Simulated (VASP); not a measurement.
# C (Fddd) in VASP: further runs

Runs on C. Level: LDA. Tasks: single point.

Program: VASP 6.6.1. These are calculated values, not measurements. Logs are shortened: lines on timing, memory, paths and dates and some standing lists are left out, and cuts for length are marked.

## Step 1: The cell of the first run

Symmetry: Fddd, No. 70, orthorhombic system. Conventional cell: a = 3.143 Å, b = 3.673 Å, c = 3.779 Å, α = 90.00°, β = 90.00°, γ = 90.00°. C (site symmetry 222) has 4 C at 1.53 Å within 2.0 Å.

## Step 2: Single point, LDA

INCAR reads:

```
SYSTEM = C
PREC = Accurate
ENCUT = 520
EDIFF = 1E-6
ISMEAR = 0
SIGMA = 0.05
LREAL = .False.
LASPH = .True.
NELM = 80
ALGO = Normal
ISIF = 2
LWAVE = .False.
LCHARG = .True.
LELF = .True.
LVHAR = .True.
NBANDS = 11
```

KPOINTS reads:

```
Automatic mesh
0
Gamma
  12 12 12
  0 0 0
```

POSCAR reads:

```
C
1.0
    0.0000000000      1.8364009109      1.8893740141
    1.5715353949      0.0000000000      1.8893740141
    1.5715353949      1.8364009109      0.0000000000
C
2
Direct
    0.5000000000      0.5000000000      0.5000000000
    0.7500000000      0.7500000000      0.7500000000
```

Potentials or basis: VASP PAW LDA potentials, release 64 (C).

On the command line:

```bash
$ cat potpaw_LDA.64/C/POTCAR > POTCAR
$ mpirun -np 1 vasp_std > vasp.out
```

OUTCAR:

```text
SYSTEM = C
   PREC = Accurate
   ENCUT = 520
   EDIFF = 1E-6
   ISMEAR = 0
   LREAL = .False.
   LASPH = .True.
   NELM = 80
   ISIF = 2

 ion  position               nearest neighbor table
   1  0.500  0.500  0.500-   2 1.53   2 1.53   2 1.53   2 1.53
   2  0.750  0.750  0.750-   1 1.53   1 1.53   1 1.53   1 1.53

  LATTYP: Found a face centered orthorhombic cell.
 ALAT       =     3.1430707898
 B/A-ratio  =     1.1685393258
 C/A-ratio  =     1.2022471910

  Lattice vectors:

 A1 = (   0.0000000000,   1.8364009109,   1.8893740141)
 A2 = (   1.5715353949,   0.0000000000,   1.8893740141)
 A3 = (   1.5715353949,   1.8364009109,   0.0000000000)

Analysis of symmetry for initial positions (statically):
=====================================================================
 Subroutine PRICEL returns:
 Original cell was already a primitive cell.

 Routine SETGRP: Setting up the symmetry group for a
 face centered orthorhombic supercell.

 Subroutine GETGRP returns: Found  8 space group operations
 (whereof  4 operations were pure point group operations)
 out of a pool of  8 trial point group operations.

The static configuration has the point symmetry D_2 .
 The point group associated with its full space group is D_2h.

Analysis of symmetry for dynamics (positions and initial velocities):
=====================================================================
 Subroutine PRICEL returns:
 Original cell was already a primitive cell.

 Routine SETGRP: Setting up the symmetry group for a
 face centered orthorhombic supercell.

 Subroutine GETGRP returns: Found  8 space group operations
 (whereof  4 operations were pure point group operations)
 out of a pool of  8 trial point group operations.

The dynamic configuration has the point symmetry D_2 .
 The point group associated with its full space group is D_2h.

 Subroutine INISYM returns: Found  8 space group operations
 (whereof  4 operations are pure point group operations),
 and found     1 'primitive' translations

----------------------------------------------------------------------------------------

                                     Primitive cell

  volume of cell :      10.9053

  direct lattice vectors                    reciprocal lattice vectors
     0.000000000  1.836400911  1.889374014    -0.318160190  0.272271701  0.264637915
     1.571535395  0.000000000  1.889374014     0.318160190 -0.272271701  0.264637915
     1.571535395  1.836400911  0.000000000     0.318160190  0.272271701 -0.264637915

  length of vectors
     2.634786988  2.457530806  2.417041953     0.495369571  0.495369571  0.495369571

  position of ions in fractional coordinates (direct lattice)
     0.500000000  0.500000000  0.500000000
     0.750000000  0.750000000  0.750000000

  ion indices of the primitive-cell ions
   primitive index   ion index
                 1           1
                 2           2

----------------------------------------------------------------------------------------

 KPOINTS: Automatic mesh

Automatic generation of k-mesh.
 Grid dimensions read from file:
 generate k-points for:   12   12   12

 Generating k-lattice:

  Cartesian coordinates                     Fractional coordinates (reciprocal lattice)
    -0.026513349  0.022689308  0.022053160     0.083333333  0.000000000 -0.000000000
     0.026513349 -0.022689308  0.022053160     0.000000000  0.083333333  0.000000000
     0.026513349  0.022689308 -0.022053160    -0.000000000  0.000000000  0.083333333

  Length of vectors
     0.041280798  0.041280798  0.041280798

  Shift w.r.t. Gamma in fractional coordinates (k-lattice)
     0.000000000  0.000000000  0.000000000

 Subroutine IBZKPT returns following result:
 ===========================================

 Found    280 irreducible k-points:

 Following reciprocal coordinates:
            Coordinates               Weight
  0.000000  0.000000  0.000000      1.000000
  0.083333  0.000000  0.000000      8.000000
  0.166667  0.000000  0.000000      8.000000
  0.250000  0.000000  0.000000      8.000000
  0.333333 -0.000000  0.000000      8.000000
  0.416667  0.000000  0.000000      8.000000
[... 16 lines left out ...]
  0.500000  0.166667  0.000000      8.000000
 -0.416667  0.166667  0.000000      8.000000
 [... further k-points ...]
   k-points           NKPTS =    280   k-points in BZ     NKDIM =    280   number of bands    NBANDS=     11
   number of dos      NEDOS =    301   number of ions     NIONS =      2
   total plane-waves  NPLWV =   6480
   dimension x,y,z NGX =    20 NGY =   18 NGZ =   18
   dimension x,y,z NGXF=    40 NGYF=   36 NGZF=   36
   ions per type =               2
   NGX,Y,Z   is equivalent  to a cutoff of  12.62, 12.18, 12.38 a.u.
   NGXF,Y,Z  is equivalent  to a cutoff of  25.24, 24.35, 24.76 a.u.
 SYSTEM =  C
   PREC   = accura    normal or accurate (medium, high low for compatibility)
   ISTART =      0    job   : 0-new  1-cont  2-samecut
   ICHARG =      2    charge: 1-file 2-atom 10-const
   ISPIN  =      1    spin polarized calculation?
   LNONCOLLINEAR =      F non collinear calculations
   LSORBIT =      F    spin-orbit coupling
   LASPH  =      T    aspherical Exc in radial PAW
   ENCUT  =  520.0 eV  38.22 Ry    6.18 a.u.   4.90  4.57  4.49*2*pi/ulx,y,z
   NELM   =     80;   NELMIN=  2; NELMDL= -5     # of ELM steps
   EDIFF  = 0.1E-05   stopping-criterion for ELM
   LREAL  =      F    real-space projection
   EDIFFG = 0.1E-04   stopping-criterion for IOM
   NSW    =      0    number of steps for IOM
   IBRION =     -1    ionic relax: 0-MD 1-quasi-New 2-CG
   NFREE  =      0    steps in history (QN), initial steepest desc. (CG)
   ISIF   =      2    stress and relaxation
   ISYM   =      2    0-nonsym 1-usesym 2-fastsym
   POTIM  = 0.5000    time-step for ionic-motion
   TEBEG  =    0.0;   TEEND  =   0.0 temperature during run
   PSTRESS=    0.0 pullay stress
   NELECT =       8.0000    total number of electrons
   NUPDOWN=      -1.0000    fix difference up-down
   EMIN   =  10.00;   EMAX   =-10.00  energy-range for DOS
   EFERMI =   0.00;   METHOD = LEGACY
   ISMEAR =     0;   SIGMA  =   0.05  broadening in eV -4-tet -1-fermi 0-gaus
   EFERMI_NEDOS =   21; number of points for ismear=-14 and -15
   IALGO  =     38    algorithm
   IMIX   =      4    mixing-type and parameters
     AMIX     =   0.40;   BMIX     =  1.00
     AMIX_MAG =   1.60;   BMIX_MAG =  1.00
  volume/ion in A,a.u.               =       5.45        36.80
  Fermi-wavevector in a.u.,A,eV,Ry     =   1.476471  2.790126 29.660252  2.179967
  Thomas-Fermi vector in A             =   2.590994
   LORBIT       =      0    0 simple, 1 ext, 2 COOP (PROOUT), +10 PAW based schemes
   GGA     = CA    functional components
   LHFCALC =     F    Hartree Fock is set to
   AEXX    =    0.0000 exact exchange contribution
   IVDW    =     0    specifies the selected vdW correction
   LEPSILON=     F    determine dielectric tensor
   LRPA    =     F    only Hartree local field effects (RPA)
 non-spin polarized calculation
 Gauss-broadening in eV      SIGMA  =   0.05
  energy-cutoff  :      520.00
  volume of cell :       10.91
 maximum number of plane-waves:       306
   NGX =  9   NGY =  9   NGZ =  9

 number of electron       8.0000000 magnetization

 Free energy of the ion-electron system (eV)
  ---------------------------------------------------
  ext. energy  EPLUGINS =         0.00000000
  ---------------------------------------------------
  free energy    TOTEN  =       -19.66800792 eV

  energy without entropy =      -19.66798417  energy(sigma->0) =      -19.66799605

 E-fermi :  11.8519     XC(G=0): -13.7210

 val. band max:       11.8191459663   @ k =   0.0000   0.0000   0.0000
 cond. band min:      11.8997038015   @ k =   0.0000   0.4167   0.4167
 fundamental gap:      0.0805578352
 Fermi energy:        11.8519394258

 k-point     1 :       0.0000    0.0000    0.0000
  band No.  band energies     occupation
      1     -11.4985      2.00000
      2       9.3071      2.00000
      3       9.9211      2.00000
      4      11.8191      1.64635
      5      14.9122      0.00000
      6      16.8248      0.00000
      7      17.1724      0.00000
      8      24.4914      0.00000
      9      30.2279      0.00000
     10      32.9340      0.00000
     11      34.8187      0.00000

 k-point     2 :       0.0833    0.0000    0.0000
  band No.  band energies     occupation
      1     -11.2977      2.00000
      2       8.6555      2.00000
      3       9.3646      2.00000
      4      11.2024      2.00000
      5      15.2172      0.00000
      6      17.2468      0.00000
      7      17.8318      0.00000
      8      24.6248      0.00000
      9      30.5306      0.00000
     10      31.8132      0.00000
     11      33.9605      0.00000

 k-point     3 :       0.1667    0.0000    0.0000
  band No.  band energies     occupation
      1     -10.6974      2.00000
      2       6.5370      2.00000
      3       8.4135      2.00000
      4      10.3428      2.00000
      5      15.8098      0.00000
      6      17.9106      0.00000
      7      19.1551      0.00000
      8      25.0200      0.00000
      9      30.7376      0.00000
     10      31.4091      0.00000
     11      32.9792      0.00000

 k-point     4 :       0.2500    0.0000    0.0000
  band No.  band energies     occupation
      1      -9.7052      2.00000
      2       3.7660      2.00000
      3       7.4918      2.00000
      4       9.6682      2.00000
      5      16.2861      0.00000
      6      18.3051      0.00000
      7      20.4258      0.00000
      8      25.6040      0.00000
      9      30.5850      0.00000
     10      32.1532      0.00000
     11      33.5298      0.00000
[... 239 lines left out ...]
 k-point    22 :       0.4167    0.1667    0.0000
  band No.  band energies     occupation
      1      -7.4925      2.00000
      2       0.8796      2.00000
      3       4.7416      2.00000
      4       7.3065      2.00000
      5      18.3276      0.00000
      6      19.1867      0.00000
      7      23.2703      0.00000
      8      24.7098      0.00000
      9      30.7300      0.00000
     10      31.4522      0.00000
     11      37.4124      0.00000

 k-point    23 :       0.5000    0.1667    0.0000
  band No.  band energies     occupation
      1      -5.8028      2.00000
      2      -1.5046      2.00000
      3       3.9988      2.00000
      4       7.3606      2.00000
      5      18.6293      0.00000
      6      19.1055      0.00000
      7      23.3248      0.00000
      8      25.9782      0.00000
      9      30.3045      0.00000
     10      33.0664      0.00000
     11      38.0601      0.00000

 k-point    24 :      -0.4167    0.1667    0.0000
  band No.  band energies     occupation
      1      -4.7835      2.00000
      2      -2.6948      2.00000
      3       3.6145      2.00000
      4       7.6821      2.00000
      5      18.6973      0.00000
      6      19.1884      0.00000
      7      22.9966      0.00000
      8      25.8635      0.00000
      9      30.9476      0.00000
     10      34.3631      0.00000
     11      36.5182      0.00000

 [... further k-points ...]
[... 5 lines left out ...]
  --------------------------------------------------------------------------------------
  -------------------------------------------------------------------------------------
  Total        6.5772752     -1.3794004     -3.8748183      0.0000000      0.0000000      0.0000000
  in kB      966.3111585   -202.6568741   -569.2752860      0.0000000      0.0000000      0.0000000
  external PRESSURE =      64.7929995 kB  Pullay stress =       0.0000000 kB

 VOLUME and BASIS-vectors are now :
 -----------------------------------------------------------------------------
  energy-cutoff  :      520.00
  volume of cell :       10.91
      direct lattice vectors                 reciprocal lattice vectors
     0.000000000  1.836400911  1.889374014    -0.318160190  0.272271701  0.264637915
     1.571535395  0.000000000  1.889374014     0.318160190 -0.272271701  0.264637915
     1.571535395  1.836400911  0.000000000     0.318160190  0.272271701 -0.264637915

 POSITION                                       TOTAL-FORCE (eV/Angst)
 -----------------------------------------------------------------------------------
      1.57154      1.83640      1.88937         0.000000     -0.000000     -0.000000
      2.35730      2.75460      2.83406         0.000000      0.000000      0.000000
 -----------------------------------------------------------------------------------
    total drift:                                0.000000     -0.000000      0.000000

  FREE ENERGIE OF THE ION-ELECTRON SYSTEM (eV)
  ---------------------------------------------------
  free  energy   TOTEN  =       -19.6680079214 eV

  energy  without entropy=      -19.6679841748  energy(sigma->0) =      -19.66799605
```

Wall time 43 s (1 thread of Intel Xeon 8259CL, shared host); peak memory 0.13 GiB.

What came out:

```yaml
Free_energy: -19.6680 eV
Pressure: 6.5 GPa
Band_gap_on_the_k_mesh: 0.08 eV, indirect (least direct gap 3.09 eV)
```

Stress tensor (GPa, compression positive):
```
 96.63   0.00   0.00
  0.00 -20.27   0.00
  0.00   0.00 -56.93
```

Levels at points of the mesh, in eV from the valence-band top:
```
           k point  band 2  band 3  band 4  band 5  band 6  band 7
(0.00, 0.00, 0.00)   -2.51   -1.90    0.00    3.09    5.01    5.35
(0.50, 0.00, 0.00)  -15.18   -5.71   -3.03    4.76    6.33   10.63
(0.50, 0.50, 0.00)  -15.42   -6.67   -6.67    5.29    5.29   14.27
(0.50, 0.00, 0.50)  -14.98   -7.08   -7.08    4.64    4.64   14.04
(0.00, 0.50, 0.50)  -12.38   -9.54   -9.54    0.77    0.77   16.03
```

Caveat: the cell differs from its parent crystal (strain +e along x and -e along y -0.0750, strain +e along z and -e/2 along x and y +0.0700). A k mesh can miss the band edges.

## Step 3: Single point, LDA

This run uses another cell than the first one, of the same volume but with other edges.

INCAR reads:

```
PREC = Accurate
ENCUT = 520
EDIFF = 1E-6
ISMEAR = 0
SIGMA = 0.05
LREAL = False
LASPH = True
NELM = 60
ALGO = Normal
ISIF = 2
LWAVE = False
LCHARG = False
NBANDS = 11
```

KPOINTS reads:

```
regular mesh
0
Gamma
  12 12 12
```

POSCAR reads:

```
C
1.0
    0.0000000000      1.9600048183      1.6421661991
    1.6951393023      0.0000000000      1.6421661991
    1.6951393023      1.9600048183      0.0000000000
C
2
Direct
    0.5000000000      0.5000000000      0.5000000000
    0.7500000000      0.7500000000      0.7500000000
```

Potentials or basis: VASP PAW LDA potentials, release 64 (C).

On the command line:

```bash
$ cat potpaw_LDA.64/C/POTCAR > POTCAR
$ mpirun -np 1 vasp_std > vasp.out
```

Run time: 42 s. Hardware: 1 thread of Intel Xeon 8259CL, shared host; peak memory 0.13 GiB.

Results (log left out):

* Free energy: -19.6049 eV
* Pressure: 6.7 GPa
* Band gap on the k mesh: 1.58 eV, indirect (least direct gap 3.91 eV)

Stress tensor (GPa, compression positive):
```
  55.99    0.00    0.00
   0.00 -112.17    0.00
   0.00    0.00   76.27
```

Levels at points of the mesh, in eV from the valence-band top:
```
           k point  band 1  band 2  band 3  band 4  band 5  band 6  band 7  band 8  band 9
(0.00, 0.00, 0.00)  -22.99   -3.10   -0.32    0.00    3.91    4.30    6.07   12.47   18.67
(0.50, 0.00, 0.00)  -16.81  -14.87   -5.61   -2.32    4.31    8.01   10.85   14.76   20.42
(0.50, 0.50, 0.00)  -12.81  -12.81   -8.52   -8.52    2.16    2.16   15.21   15.21   22.21
(0.50, 0.00, 0.50)  -15.65  -15.65   -5.85   -5.85    6.34    6.34   15.18   15.18   20.48
(0.00, 0.50, 0.50)  -13.35  -13.35   -8.01   -8.01    2.97    2.97   14.70   14.70   21.50
```

Caveat: the cell differs from its parent crystal (strain +e along x and -e along y -0.0750, strain +e along z and -e/2 along x and y -0.0700).

## Step 4: Single point, LDA

INCAR reads:

```
ALGO     = Normal         # electronic algorithm
EDIFF    = 1E-6           # SCF threshold, eV
ENCUT    = 910            # plane-wave cutoff, eV
GGA_COMPAT= False        
ISIF     = 2              # what is computed and relaxed
ISMEAR   = 0              # smearing method
LASPH    = True           # aspherical terms in the spheres
LCHARG   = False          # write CHGCAR
LREAL    = False          # projectors in reciprocal space
LWAVE    = False          # write WAVECAR
NBANDS   = 11             # bands
NELM     = 120            # most SCF steps
PREC     = Accurate       # precision mode
SIGMA    = 0.05           # smearing width, eV
```

KPOINTS reads:

```
k-points
0
Gamma
  12 12 12
```

POSCAR reads:

```
C
1.0
    0.0000000000      1.8827523762      1.7966710835
    1.6178868602      0.0000000000      1.7966710835
    1.6178868602      1.8827523762      0.0000000000
C
2
Direct
    0.5000000000      0.5000000000      0.5000000000
    0.7500000000      0.7500000000      0.7500000000
```

Potentials or basis: VASP PAW LDA potentials, release 64 (C_h).

On the command line:

```bash
$ cat potpaw_LDA.64/C_h/POTCAR > POTCAR
$ mpirun -np 1 vasp_std > vasp.out
```

Run time: 40 s. Hardware: 1 thread of Intel Xeon Platinum 8259CL at 2.50GHz (Skylake/Cascade Lake), shared host; peak memory 0.16 GiB.

The run converged. Its results:

```
Free energy            : -19.8928 eV
Pressure               : 3.8 GPa
Band gap on the k mesh : 1.05 eV, indirect (least direct gap 3.61 eV)
```

Stress tensor (GPa, compression positive):
```
 75.92   0.00   0.00
  0.00 -60.56   0.00
  0.00   0.00  -4.02
```

Levels at points of the mesh, in eV from the valence-band top:
```tsv
k point	band 2	band 3	band 4	band 5	band 6	band 7
(0.00, 0.00, 0.00)	-2.22	-1.28	0.00	3.61	4.90	5.47
(0.50, 0.00, 0.00)	-14.87	-5.18	-2.90	5.43	7.04	10.39
(0.50, 0.50, 0.00)	-14.31	-7.21	-7.21	4.27	4.27	14.83
(0.50, 0.00, 0.50)	-15.04	-6.52	-6.52	5.35	5.35	15.07
(0.00, 0.50, 0.50)	-12.56	-8.86	-8.86	1.67	1.67	16.15
```

Caveat: the cell differs from its parent crystal (strain +e along x and -e along y -0.0750, strain +e along z and -e/2 along x and y +0.0175); the cutoff is under 1.25 times the usual one of these potentials, so pressure, stress and relaxed cells hold a basis-set (Pulay) error. A k mesh can miss the band edges.

## Step 5: Summary

```tsv
potentials or basis	cell	cutoff (eV)	second run	gap on the mesh (eV)	pressure (GPa)
VASP PAW LDA potentials, release 64 (C)	a = 2.635, b = 2.458, c = 2.417 Å, angles 65.4, 58.0, 56.5°, 2 atoms	520	-	0.08	6.5
VASP PAW LDA potentials, release 64 (C)	a = 2.557, b = 2.360, c = 2.591 Å, angles 62.0, 54.6, 63.5°, 2 atoms	520	-	1.58	6.7
VASP PAW LDA potentials, release 64 (C_h)	a = 2.602, b = 2.418, c = 2.482 Å, angles 64.1, 56.7, 59.1°, 2 atoms	910	hard_potentials	1.05	3.8
```

Alike in all rows: task single point; level LDA; no spin polarisation; k mesh 12 × 12 × 12; smearing gaussian 0.05 eV.

Caveats: the cutoff is under 1.25 times the usual one of these potentials, so pressure, stress and relaxed cells hold a basis-set (Pulay) error (some runs).

Absolute energies hang on the potentials; compare differences alone.
